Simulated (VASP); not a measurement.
# Sn (Fd-3m) in VASP: a series of runs

Sn is run at these levels: PBE; tasks: single point.

Program: VASP 6.6.1. These are calculated values, not measurements. Logs are shortened: lines on timing, memory, paths and dates and some standing lists are left out, and cuts for length are marked.

## (1) The cell of the first run

Symmetry: Fd-3m, No. 227, cubic system. The conventional cell has a = 6.467 Å, b = 6.467 Å, c = 6.467 Å, α = 90.00°, β = 90.00°, γ = 90.00°. Within 3.7 Å of Sn (site symmetry -43m) lie 4 Sn at 2.80 Å.

## (2) Single point, PBE

INCAR

```
SYSTEM = Sn
ALGO = Fast
EDIFF = 1E-6
ENCUT = 520
GGA = PE
ISIF = 2
ISMEAR = -1
LASPH = .TRUE.
LCHARG = .FALSE.
LREAL = .FALSE.
LWAVE = .FALSE.
NBANDS = 21
NELM = 60
PREC = Accurate
SIGMA = 0.05
```

KPOINTS

```
k-points
0
G
  7 7 7
  0 0 0
```

POSCAR

```
Sn
1.0
    0.0000000000      3.2333428000      3.2333428000
    3.2333428000      0.0000000000      3.2333428000
    3.2333428000      3.2333428000      0.0000000000
Sn
2
Direct
    0.7500000000      0.7500000000      0.7500000000
    0.5000000000      0.5000000000      0.5000000000
```

Potentials or basis: VASP PAW PBE potentials, release 64 (Sn_d).

The run is started by

```
> cat potpaw_PBE.64/Sn_d/POTCAR > POTCAR
> mpirun -np 1 vasp_std > vasp.out
```

OUTCAR:

```text
SYSTEM = Sn
   EDIFF = 1E-6
   ENCUT = 520
   GGA = PE
   ISIF = 2
   ISMEAR = -1
   LASPH = .TRUE.
   LREAL = .FALSE.
   NELM = 60
   PREC = Accurate

 ion  position               nearest neighbor table
   1  0.750  0.750  0.750-   2 2.80   2 2.80   2 2.80   2 2.80
   2  0.500  0.500  0.500-   1 2.80   1 2.80   1 2.80   1 2.80

  LATTYP: Found a face centered cubic cell.
 ALAT       =     6.4666856000

  Lattice vectors:

 A1 = (   0.0000000000,   3.2333428000,   3.2333428000)
 A2 = (   3.2333428000,   0.0000000000,   3.2333428000)
 A3 = (   3.2333428000,   3.2333428000,   0.0000000000)

Analysis of symmetry for initial positions (statically):
=====================================================================
 Subroutine PRICEL returns:
 Original cell was already a primitive cell.

 Routine SETGRP: Setting up the symmetry group for a
 face centered cubic supercell.

 Subroutine GETGRP returns: Found 48 space group operations
 (whereof 24 operations were pure point group operations)
 out of a pool of 48 trial point group operations.

The static configuration has the point symmetry T_d .
 The point group associated with its full space group is O_h .

Analysis of symmetry for dynamics (positions and initial velocities):
=====================================================================
 Subroutine PRICEL returns:
 Original cell was already a primitive cell.

 Routine SETGRP: Setting up the symmetry group for a
 face centered cubic supercell.

 Subroutine GETGRP returns: Found 48 space group operations
 (whereof 24 operations were pure point group operations)
 out of a pool of 48 trial point group operations.

The dynamic configuration has the point symmetry T_d .
 The point group associated with its full space group is O_h .

 Subroutine INISYM returns: Found 48 space group operations
 (whereof 24 operations are pure point group operations),
 and found     1 'primitive' translations

----------------------------------------------------------------------------------------

                                     Primitive cell

  volume of cell :      67.6060

  direct lattice vectors                    reciprocal lattice vectors
     0.000000000  3.233342800  3.233342800    -0.154638723  0.154638723  0.154638723
     3.233342800  0.000000000  3.233342800     0.154638723 -0.154638723  0.154638723
     3.233342800  3.233342800  0.000000000     0.154638723  0.154638723 -0.154638723

  length of vectors
     4.572637240  4.572637240  4.572637240     0.267842124  0.267842124  0.267842124

  position of ions in fractional coordinates (direct lattice)
     0.750000000  0.750000000  0.750000000
     0.500000000  0.500000000  0.500000000

  ion indices of the primitive-cell ions
   primitive index   ion index
                 1           1
                 2           2

----------------------------------------------------------------------------------------

 KPOINTS: k-points

Automatic generation of k-mesh.
 Grid dimensions read from file:
 generate k-points for:    7    7    7

 Generating k-lattice:

  Cartesian coordinates                     Fractional coordinates (reciprocal lattice)
    -0.022091246  0.022091246  0.022091246     0.142857143  0.000000000  0.000000000
     0.022091246 -0.022091246  0.022091246     0.000000000  0.142857143  0.000000000
     0.022091246  0.022091246 -0.022091246     0.000000000  0.000000000  0.142857143

  Length of vectors
     0.038263161  0.038263161  0.038263161

  Shift w.r.t. Gamma in fractional coordinates (k-lattice)
     0.000000000  0.000000000  0.000000000

 Subroutine IBZKPT returns following result:
 ===========================================

 Found     20 irreducible k-points:

 Following reciprocal coordinates:
            Coordinates               Weight
  0.000000  0.000000  0.000000      1.000000
  0.142857  0.000000  0.000000      8.000000
  0.285714  0.000000  0.000000      8.000000
  0.428571  0.000000  0.000000      8.000000
  0.142857  0.142857  0.000000      6.000000
  0.285714  0.142857  0.000000     24.000000
[... 12 lines left out ...]
 -0.428571  0.428571  0.142857     24.000000
 -0.285714  0.428571  0.142857     24.000000
   k-points           NKPTS =     20   k-points in BZ     NKDIM =     20   number of bands    NBANDS=     21
   number of dos      NEDOS =    301   number of ions     NIONS =      2
   total plane-waves  NPLWV =  46656
   dimension x,y,z NGX =    36 NGY =   36 NGZ =   36
   dimension x,y,z NGXF=    72 NGYF=   72 NGZF=   72
   ions per type =               2
   NGX,Y,Z   is equivalent  to a cutoff of  13.09, 13.09, 13.09 a.u.
   NGXF,Y,Z  is equivalent  to a cutoff of  26.18, 26.18, 26.18 a.u.
 SYSTEM =  Sn
   PREC   = accura    normal or accurate (medium, high low for compatibility)
   ISTART =      0    job   : 0-new  1-cont  2-samecut
   ICHARG =      2    charge: 1-file 2-atom 10-const
   ISPIN  =      1    spin polarized calculation?
   LNONCOLLINEAR =      F non collinear calculations
   LSORBIT =      F    spin-orbit coupling
   LASPH  =      T    aspherical Exc in radial PAW
   ENCUT  =  520.0 eV  38.22 Ry    6.18 a.u.   8.50  8.50  8.50*2*pi/ulx,y,z
   NELM   =     60;   NELMIN=  2; NELMDL= -5     # of ELM steps
   EDIFF  = 0.1E-05   stopping-criterion for ELM
   LREAL  =      F    real-space projection
   EDIFFG = 0.1E-04   stopping-criterion for IOM
   NSW    =      0    number of steps for IOM
   IBRION =     -1    ionic relax: 0-MD 1-quasi-New 2-CG
   NFREE  =      0    steps in history (QN), initial steepest desc. (CG)
   ISIF   =      2    stress and relaxation
   ISYM   =      2    0-nonsym 1-usesym 2-fastsym
   POTIM  = 0.5000    time-step for ionic-motion
   TEBEG  =    0.0;   TEEND  =   0.0 temperature during run
   PSTRESS=    0.0 pullay stress
   NELECT =      28.0000    total number of electrons
   NUPDOWN=      -1.0000    fix difference up-down
   EMIN   =  10.00;   EMAX   =-10.00  energy-range for DOS
   EFERMI =   0.00;   METHOD = LEGACY
   ISMEAR =    -1;   SIGMA  =   0.05  broadening in eV -4-tet -1-fermi 0-gaus
   EFERMI_NEDOS =   21; number of points for ismear=-14 and -15
   IALGO  =     68    algorithm
   IMIX   =      4    mixing-type and parameters
     AMIX     =   0.40;   BMIX     =  1.00
     AMIX_MAG =   1.60;   BMIX_MAG =  1.00
  volume/ion in A,a.u.               =      33.80       228.11
  Fermi-wavevector in a.u.,A,eV,Ry     =   1.220298  2.306028 20.260793  1.489126
  Thomas-Fermi vector in A             =   2.355520
   LORBIT       =      0    0 simple, 1 ext, 2 COOP (PROOUT), +10 PAW based schemes
   GGA     = PE    functional components
   LHFCALC =     F    Hartree Fock is set to
   AEXX    =    0.0000 exact exchange contribution
   IVDW    =     0    specifies the selected vdW correction
   LEPSILON=     F    determine dielectric tensor
   LRPA    =     F    only Hartree local field effects (RPA)
 non-spin polarized calculation
 RMM-DIIS sequential band-by-band and
  energy-cutoff  :      520.00
  volume of cell :       67.61
 maximum number of plane-waves:      1841
 NGX is ok and might be reduce to    36
   NGX = 17   NGY = 17   NGZ = 17

 number of electron      28.0000008 magnetization

 Free energy of the ion-electron system (eV)
  ---------------------------------------------------
  ext. energy  EPLUGINS =         0.00000000
  ---------------------------------------------------
  free energy    TOTEN  =        -7.61105120 eV

  energy without entropy =       -7.60928007  energy(sigma->0) =       -7.61016563

 E-fermi :   5.7412     XC(G=0):  -8.9193

 val. band max:        5.4868860426   @ k =   0.1429   0.0000   0.0000
 cond. band min:       5.8046453246   @ k =   0.4286   0.0000   0.0000
 fundamental gap:      0.3177592819
 Fermi energy:         5.7411717408

 k-point     1 :       0.0000    0.0000    0.0000
  band No.  band energies     occupation
      1     -15.9466      2.00000
      2     -15.9466      2.00000
      3     -15.9466      2.00000
      4     -15.8856      2.00000
      5     -15.8856      2.00000
      6     -15.5678      2.00000
[... 13 lines left out ...]
     20      13.7431      0.00000
     21      13.7437      0.00000

 k-point     2 :       0.1429    0.0000    0.0000
  band No.  band energies     occupation
      1     -15.9602      2.00000
      2     -15.9602      2.00000
      3     -15.9417      2.00000
      4     -15.8663      2.00000
      5     -15.8663      2.00000
      6     -15.5936      2.00000
[... 13 lines left out ...]
     20      12.7671      0.00000
     21      12.7671      0.00000

 k-point     3 :       0.2857    0.0000    0.0000
  band No.  band energies     occupation
      1     -15.9761      2.00000
      2     -15.9761      2.00000
      3     -15.9303      2.00000
      4     -15.8388      2.00000
      5     -15.8388      2.00000
      6     -15.6172      2.00000
[... 13 lines left out ...]
     20      12.7860      0.00000
     21      12.7860      0.00000

 k-point     4 :       0.4286    0.0000    0.0000
  band No.  band energies     occupation
      1     -15.9831      2.00000
      2     -15.9831      2.00000
      3     -15.9207      2.00000
      4     -15.8248      2.00000
      5     -15.8248      2.00000
      6     -15.6275      2.00000
[... 13 lines left out ...]
     20      14.0545      0.00000
     21      14.0545      0.00000

 k-point     5 :       0.1429    0.1429    0.0000
  band No.  band energies     occupation
      1     -15.9579      2.00000
      2     -15.9579      2.00000
      3     -15.9555      2.00000
      4     -15.8690      2.00000
      5     -15.8449      2.00000
      6     -15.6324      2.00000
[... 13 lines left out ...]
     20      12.0236      0.00000
     21      13.9699      0.00000
[... 286 lines left out ...]
     20      14.1059      0.00000
     21      14.7774      0.00000

 k-point    18 :      -0.4286    0.2857    0.1429
  band No.  band energies     occupation
      1     -16.0146      2.00000
      2     -15.9998      2.00000
      3     -15.8695      2.00000
      4     -15.7937      2.00000
      5     -15.7611      2.00000
      6     -15.7130      2.00000
[... 13 lines left out ...]
     20      14.2039      0.00000
     21      14.8983      0.00000

 k-point    19 :      -0.4286    0.4286    0.1429
  band No.  band energies     occupation
      1     -16.0102      2.00000
      2     -16.0078      2.00000
      3     -15.8616      2.00000
      4     -15.7896      2.00000
      5     -15.7587      2.00000
      6     -15.7003      2.00000
[... 13 lines left out ...]
     20      14.7991      0.00000
     21      16.0806      0.00000

 k-point    20 :      -0.2857    0.4286    0.1429
  band No.  band energies     occupation
      1     -16.0218      2.00000
      2     -16.0088      2.00000
      3     -15.8370      2.00000
      4     -15.7671      2.00000
      5     -15.7479      2.00000
      6     -15.7146      2.00000
[... 13 lines left out ...]
     20      14.5174      0.00000
     21      16.3119      0.00000

------------------------ aborting loop because EDIFF is reached ----------------------------------------

  FORCE on cell =-STRESS in cart. coord.  units (eV):
  Direction    XX          YY          ZZ          XY          YZ          ZX
  --------------------------------------------------------------------------------------
  -------------------------------------------------------------------------------------
  Total        1.5888988      1.5888988      1.5888988      0.0000000      0.0000000      0.0000000
  in kB       37.6549051     37.6549051     37.6549051      0.0000000      0.0000000      0.0000000
  external PRESSURE =      37.6549051 kB  Pullay stress =       0.0000000 kB

 VOLUME and BASIS-vectors are now :
 -----------------------------------------------------------------------------
  energy-cutoff  :      520.00
  volume of cell :       67.61
      direct lattice vectors                 reciprocal lattice vectors
     0.000000000  3.233342800  3.233342800    -0.154638723  0.154638723  0.154638723
     3.233342800  0.000000000  3.233342800     0.154638723 -0.154638723  0.154638723
     3.233342800  3.233342800  0.000000000     0.154638723  0.154638723 -0.154638723

 POSITION                                       TOTAL-FORCE (eV/Angst)
 -----------------------------------------------------------------------------------
      4.85001      4.85001      4.85001        -0.000000      0.000000      0.000000
      3.23334      3.23334      3.23334         0.000000     -0.000000     -0.000000
 -----------------------------------------------------------------------------------
    total drift:                                0.000000      0.000000      0.000000

  FREE ENERGIE OF THE ION-ELECTRON SYSTEM (eV)
  ---------------------------------------------------
  free  energy   TOTEN  =        -7.6110512022 eV

  energy  without entropy=       -7.6092800659  energy(sigma->0) =       -7.61016563
```

It took 16 s on 1 thread of Intel Xeon 6975P-C (Granite Rapids), shared host; peak memory 0.2 GiB.

What came out:

```
Free energy            : -7.6111 eV
Pressure               : 3.8 GPa
Band gap on the k mesh : zero (band 14 reaches 5.84 eV, above the bottom of band 15 at 5.80 eV)
```

Caveat: spin-orbit coupling is left out, which moves the levels of the heavy elements.

## (3) Single point, PBE

INCAR

```
  PREC = Accurate
  ENCUT = 520
  EDIFF = 1E-7
  ISMEAR = -1
  SIGMA = 0.05
  LREAL = F
  LASPH = T
  NELM = 100
  ALGO = Fast
  ISIF = 2
  LWAVE = F
  LCHARG = F
  GGA = PE
  NBANDS = 21
```

KPOINTS

```
Automatic mesh
0
Gamma
  7 7 7
```

POSCAR is that of step 2.

Potentials or basis: VASP PAW PBE potentials, release 64 (Sn_d).

The run is started by

```
> cat potpaw_PBE.64/Sn_d/POTCAR > POTCAR
> mpirun -np 1 vasp_std > vasp.out
```

Run time: 27 s. Hardware: 1 thread of Intel Xeon Platinum 8259CL at 2.50GHz (Skylake/Cascade Lake), shared host; peak memory 0.2 GiB.

It converged, with:

- Free energy: -7.6111 eV
- Pressure: 3.7 GPa
- Band gap on the k mesh: zero (band 14 reaches 5.84 eV, above the bottom of band 15 at 5.80 eV)

Levels at points of the mesh, in eV from the Fermi level:
```csv
k point,band 11,band 12,band 13,band 14,band 15,band 16,band 17,band 18
"(0.00, 0.00, 0.00)",-10.66,-0.55,0.10,0.10,0.10,2.18,2.18,2.18
```

Caveat: spin-orbit coupling is left out, which moves the levels of the heavy elements.

(Part 1 of 2 ends here.)
